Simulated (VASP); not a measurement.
# WC (Qusongite) (Pm) in VASP: notebook

The runs below take WC (Qusongite) through single point, with PBE.

All numbers are computed with VASP 6.6.1; they aren't measurements. Logs are shortened: lines on timing, memory, paths and dates and some standing lists are left out, and cuts for length are marked.

## Step 1: The cell of the first run

Symmetry: Pm, No. 6, monoclinic system. Conventional cell: a = 2.906 Å, b = 2.837 Å, c = 2.907 Å, α = 90.00°, β = 120.00°, γ = 90.00°. Within 2.9 Å of W (site symmetry m) lie 6 C at 2.18 to 2.21 Å and 2 W at 2.84 Å. Within 2.9 Å of C (site symmetry m) lie 6 W at 2.18 to 2.21 Å and 2 C at 2.84 Å.

## Step 2: Single point, PBE

Contents of INCAR:

```
PREC = Accurate ; ENCUT = 520
EDIFF = 1E-6 ; ISMEAR = 0
SIGMA = 0.1 ; LREAL = F
LASPH = T ; NELM = 100
ALGO = Normal ; ISIF = 2
LWAVE = F ; LCHARG = T
GGA = PE ; LELF = T
LVHAR = T ; NBANDS = 16
```

Contents of KPOINTS:

```
regular mesh
0
Gamma
  12 12 11
```

Contents of POSCAR:

```
WC
1.0
    2.9065000000      0.0000000000      0.0000000000
   -1.4532500000      2.5171030000      0.0000000000
    0.0000000000      0.0000000000      2.8366000000
W C
1 1
Direct
    0.0000000000      0.0000000000      0.0000000000
    0.6580652560      0.3333333333      0.5000000000
```

Potentials or basis: VASP PAW PBE potentials, release 64 (W_sv, C).

On the command line:

```console
$ cat potpaw_PBE.64/W_sv/POTCAR potpaw_PBE.64/C/POTCAR > POTCAR
$ mpirun -np 1 vasp_std > vasp.out
```

OUTCAR:

```text
PREC = Accurate
   ENCUT = 520
   EDIFF = 1E-6
   ISMEAR = 0
   LREAL = F
   LASPH = T
   NELM = 100
   ISIF = 2
   GGA = PE

 ion  position               nearest neighbor table
   1  0.000  0.000  0.000-   2 2.18   2 2.18   2 2.20   2 2.20   2 2.21   2 2.21
   2  0.658  0.333  0.500-   1 2.18   1 2.18   1 2.20   1 2.20   1 2.21   1 2.21

  LATTYP: Found a hexagonal cell.
 ALAT       =     2.9065000000
 C/A-ratio  =     0.9759504559

  Lattice vectors:

 A1 = (   2.9065000000,   0.0000000000,   0.0000000000)
 A2 = (  -1.4532500000,   2.5171030000,   0.0000000000)
 A3 = (   0.0000000000,   0.0000000000,   2.8366000000)

Analysis of symmetry for initial positions (statically):
=====================================================================
 Subroutine PRICEL returns:
 Original cell was already a primitive cell.

 Routine SETGRP: Setting up the symmetry group for a
 hexagonal supercell.

 Subroutine GETGRP returns: Found  2 space group operations
 (whereof  2 operations were pure point group operations)
 out of a pool of 24 trial point group operations.

The static configuration has the point symmetry C_1h.

Analysis of symmetry for dynamics (positions and initial velocities):
=====================================================================
 Subroutine PRICEL returns:
 Original cell was already a primitive cell.

 Routine SETGRP: Setting up the symmetry group for a
 hexagonal supercell.

 Subroutine GETGRP returns: Found  2 space group operations
 (whereof  2 operations were pure point group operations)
 out of a pool of 24 trial point group operations.

The dynamic configuration has the point symmetry C_1h.

 Subroutine INISYM returns: Found  2 space group operations
 (whereof  2 operations are pure point group operations),
 and found     1 'primitive' translations

----------------------------------------------------------------------------------------

                                     Primitive cell

  volume of cell :      20.7525

  direct lattice vectors                    reciprocal lattice vectors
     2.906500000  0.000000000  0.000000000     0.344056425  0.198641057  0.000000000
    -1.453250000  2.517103000  0.000000000     0.000000000  0.397282114  0.000000000
     0.000000000  0.000000000  2.836600000     0.000000000  0.000000000  0.352534725

  length of vectors
     2.906500000  2.906500142  2.836600000     0.397282133  0.397282114  0.352534725

  position of ions in fractional coordinates (direct lattice)
     0.000000000  0.000000000  0.000000000
     0.658065256  0.333333333  0.500000000

  ion indices of the primitive-cell ions
   primitive index   ion index
                 1           1
                 2           2

----------------------------------------------------------------------------------------

 KPOINTS: regular mesh

Automatic generation of k-mesh.
 Grid dimensions read from file:
 generate k-points for:   12   12   11

 Generating k-lattice:

  Cartesian coordinates                     Fractional coordinates (reciprocal lattice)
     0.028671369  0.016553421  0.000000000     0.083333333  0.000000000  0.000000000
     0.000000000  0.033106843  0.000000000     0.000000000  0.083333333  0.000000000
     0.000000000  0.000000000  0.032048611     0.000000000  0.000000000  0.090909091

  Length of vectors
     0.033106844  0.033106843  0.032048611

  Shift w.r.t. Gamma in fractional coordinates (k-lattice)
     0.000000000  0.000000000  0.000000000

 Subroutine IBZKPT returns following result:
 ===========================================

 Found    444 irreducible k-points:

 Following reciprocal coordinates:
            Coordinates               Weight
  0.000000  0.000000  0.000000      1.000000
  0.083333  0.000000  0.000000      2.000000
  0.000000  0.083333  0.000000      2.000000
 -0.083333  0.083333  0.000000      2.000000
  0.166667  0.000000  0.000000      2.000000
  0.000000  0.166667  0.000000      2.000000
[... 16 lines left out ...]
  0.166667  0.083333  0.000000      2.000000
 -0.083333  0.250000  0.000000      2.000000
 [... further k-points ...]
   k-points           NKPTS =    444   k-points in BZ     NKDIM =    444   number of bands    NBANDS=     16
   number of dos      NEDOS =    301   number of ions     NIONS =      2
   total plane-waves  NPLWV =  13824
   dimension x,y,z NGX =    24 NGY =   24 NGZ =   24
   dimension x,y,z NGXF=    48 NGYF=   48 NGZF=   48
   ions per type =               1   1
   NGX,Y,Z   is equivalent  to a cutoff of  13.73, 13.73, 14.07 a.u.
   NGXF,Y,Z  is equivalent  to a cutoff of  27.46, 27.46, 28.13 a.u.
 SYSTEM =  unknown system
   PREC   = accura    normal or accurate (medium, high low for compatibility)
   ISTART =      0    job   : 0-new  1-cont  2-samecut
   ICHARG =      2    charge: 1-file 2-atom 10-const
   ISPIN  =      1    spin polarized calculation?
   LNONCOLLINEAR =      F non collinear calculations
   LSORBIT =      F    spin-orbit coupling
   LASPH  =      T    aspherical Exc in radial PAW
   ENCUT  =  520.0 eV  38.22 Ry    6.18 a.u.   5.40  5.40  5.27*2*pi/ulx,y,z
   NELM   =    100;   NELMIN=  2; NELMDL= -5     # of ELM steps
   EDIFF  = 0.1E-05   stopping-criterion for ELM
   LREAL  =      F    real-space projection
   EDIFFG = 0.1E-04   stopping-criterion for IOM
   NSW    =      0    number of steps for IOM
   IBRION =     -1    ionic relax: 0-MD 1-quasi-New 2-CG
   NFREE  =      0    steps in history (QN), initial steepest desc. (CG)
   ISIF   =      2    stress and relaxation
   ISYM   =      2    0-nonsym 1-usesym 2-fastsym
   POTIM  = 0.5000    time-step for ionic-motion
   TEBEG  =    0.0;   TEEND  =   0.0 temperature during run
   PSTRESS=    0.0 pullay stress
   NELECT =      18.0000    total number of electrons
   NUPDOWN=      -1.0000    fix difference up-down
   EMIN   =  10.00;   EMAX   =-10.00  energy-range for DOS
   EFERMI =   0.00;   METHOD = LEGACY
   ISMEAR =     0;   SIGMA  =   0.10  broadening in eV -4-tet -1-fermi 0-gaus
   EFERMI_NEDOS =   21; number of points for ismear=-14 and -15
   IALGO  =     38    algorithm
   IMIX   =      4    mixing-type and parameters
     AMIX     =   0.40;   BMIX     =  1.00
     AMIX_MAG =   1.60;   BMIX_MAG =  1.00
  volume/ion in A,a.u.               =      10.38        70.02
  Fermi-wavevector in a.u.,A,eV,Ry     =   1.561262  2.950358 33.164743  2.437540
  Thomas-Fermi vector in A             =   2.664353
   LORBIT       =      0    0 simple, 1 ext, 2 COOP (PROOUT), +10 PAW based schemes
   GGA     = PE    functional components
   LHFCALC =     F    Hartree Fock is set to
   AEXX    =    0.0000 exact exchange contribution
   IVDW    =     0    specifies the selected vdW correction
   LEPSILON=     F    determine dielectric tensor
   LRPA    =     F    only Hartree local field effects (RPA)
 non-spin polarized calculation
 Gauss-broadening in eV      SIGMA  =   0.10
  energy-cutoff  :      520.00
  volume of cell :       20.75
 maximum number of plane-waves:       581
 NGX is ok and might be reduce to    24
   NGX = 11   NGY = 11   NGZ = 11

 number of electron      18.0000000 magnetization

 Free energy of the ion-electron system (eV)
  ---------------------------------------------------
  ext. energy  EPLUGINS =         0.00000000
  ---------------------------------------------------
  free energy    TOTEN  =       -22.43970783 eV

  energy without entropy =      -22.43908443  energy(sigma->0) =      -22.43939613

 E-fermi :  11.0803     XC(G=0): -13.8003

 val. band max:       11.0177691250   @ k =   0.0000   0.5000   0.3636
 cond. band min:      11.0908976311   @ k =   0.5000   0.5000   0.3636
 fundamental gap:      0.0731285061
 Fermi energy:        11.0802774319

 k-point     1 :       0.0000    0.0000    0.0000
  band No.  band energies     occupation
      1     -62.9278      2.00000
      2     -26.9079      2.00000
      3     -26.8078      2.00000
      4     -26.8057      2.00000
      5      -3.3726      2.00000
      6       6.7609      2.00000
[... 8 lines left out ...]
     15      25.4211      0.00000
     16      27.6502      0.00000

 k-point     2 :       0.0833    0.0000    0.0000
  band No.  band energies     occupation
      1     -62.9239      2.00000
      2     -26.9005      2.00000
      3     -26.8634      2.00000
      4     -26.8207      2.00000
      5      -3.1891      2.00000
      6       6.7994      2.00000
[... 8 lines left out ...]
     15      25.1279      0.00000
     16      28.0498      0.00000

 k-point     3 :       0.0000    0.0833    0.0000
  band No.  band energies     occupation
      1     -62.9239      2.00000
      2     -26.9005      2.00000
      3     -26.8644      2.00000
      4     -26.8196      2.00000
      5      -3.1905      2.00000
      6       6.8071      2.00000
[... 8 lines left out ...]
     15      25.0712      0.00000
     16      28.1256      0.00000

 k-point     4 :      -0.0833    0.0833    0.0000
  band No.  band energies     occupation
      1     -62.9239      2.00000
      2     -26.9006      2.00000
      3     -26.8649      2.00000
      4     -26.8189      2.00000
      5      -3.1921      2.00000
      6       6.8135      2.00000
[... 8 lines left out ...]
     15      25.0142      0.00000
     16      28.2916      0.00000
[... 324 lines left out ...]
 k-point    22 :      -0.1667    0.0833    0.0000
  band No.  band energies     occupation
      1     -62.9166      2.00000
      2     -26.9670      2.00000
      3     -26.8867      2.00000
      4     -26.8470      2.00000
      5      -2.8420      2.00000
      6       6.5926      2.00000
[... 8 lines left out ...]
     15      24.8050      0.00000
     16      28.8013      0.00000

 k-point    23 :       0.1667    0.0833    0.0000
  band No.  band energies     occupation
      1     -62.9040      2.00000
      2     -27.1399      2.00000
      3     -26.8969      2.00000
      4     -26.8624      2.00000
      5      -2.1917      2.00000
      6       5.8872      2.00000
[... 8 lines left out ...]
     15      25.0165      0.00000
     16      29.3374      0.00000

 k-point    24 :      -0.0833    0.2500    0.0000
  band No.  band energies     occupation
      1     -62.9041      2.00000
      2     -27.1395      2.00000
      3     -26.8956      2.00000
      4     -26.8629      2.00000
      5      -2.2089      2.00000
      6       5.8841      2.00000
[... 8 lines left out ...]
     15      24.8196      0.00000
     16      29.3733      0.00000

 [... further k-points ...]
[... 5 lines left out ...]
  --------------------------------------------------------------------------------------
  -------------------------------------------------------------------------------------
  Total        0.8888298      0.8913771      0.8935392      0.1217822      0.0000000      0.0000000
  in kB       68.6214337     68.8180965     68.9850160      9.4021063      0.0000000      0.0000000
  external PRESSURE =      68.8081820 kB  Pullay stress =       0.0000000 kB

 VOLUME and BASIS-vectors are now :
 -----------------------------------------------------------------------------
  energy-cutoff  :      520.00
  volume of cell :       20.75
      direct lattice vectors                 reciprocal lattice vectors
     2.906500000  0.000000000  0.000000000     0.344056425  0.198641057  0.000000000
    -1.453250000  2.517103000  0.000000000     0.000000000  0.397282114  0.000000000
     0.000000000  0.000000000  2.836600000     0.000000000  0.000000000  0.352534725

 POSITION                                       TOTAL-FORCE (eV/Angst)
 -----------------------------------------------------------------------------------
      0.00000      0.00000      0.00000        -0.404939     -0.007636      0.000000
      1.42825      0.83903      1.41830         0.404939      0.007636      0.000000
 -----------------------------------------------------------------------------------
    total drift:                                0.000016     -0.000000     -0.000000

  FREE ENERGIE OF THE ION-ELECTRON SYSTEM (eV)
  ---------------------------------------------------
  free  energy   TOTEN  =       -22.4397078348 eV

  energy  without entropy=      -22.4390844309  energy(sigma->0) =      -22.43939613
```

It took 1.8 min on 1 thread of Intel Xeon Platinum 8259CL at 2.50GHz (Skylake/Cascade Lake), shared host; peak memory 0.26 GiB.

Results:

* Free energy: -22.4397 eV
* Pressure: 6.9 GPa
* Largest force: 0.405 eV/Å
* Band gap on the k mesh: zero (band 9 reaches 11.70 eV, above the bottom of band 10 at 10.52 eV)

Forces on the atoms (eV/Å):
```
W   -0.405 -0.008  0.000
C    0.405  0.008  0.000
```

Levels at points of the mesh, in eV from the Fermi level:
| k point | band 6 | band 7 | band 8 | band 9 | band 10 | band 11 | band 12 | band 13 |
| --- | --- | --- | --- | --- | --- | --- | --- | --- |
| (0.00, 0.00, 0.00) | -4.32 | -3.36 | -3.30 | 0.08 | 3.20 | 3.26 | 5.46 | 5.73 |
| (0.50, 0.00, 0.00) | -7.11 | -3.69 | -3.57 | -0.44 | 2.36 | 4.50 | 4.86 | 7.04 |
| (0.00, 0.50, 0.00) | -7.04 | -3.62 | -3.58 | -0.46 | 2.34 | 4.53 | 4.89 | 6.87 |
| (0.50, 0.50, 0.00) | -6.97 | -3.58 | -3.55 | -0.49 | 2.32 | 4.56 | 4.92 | 6.68 |

Caveat: spin-orbit coupling is left out, which moves the levels of the heavy elements.

(Part 1 of 2 ends here.)
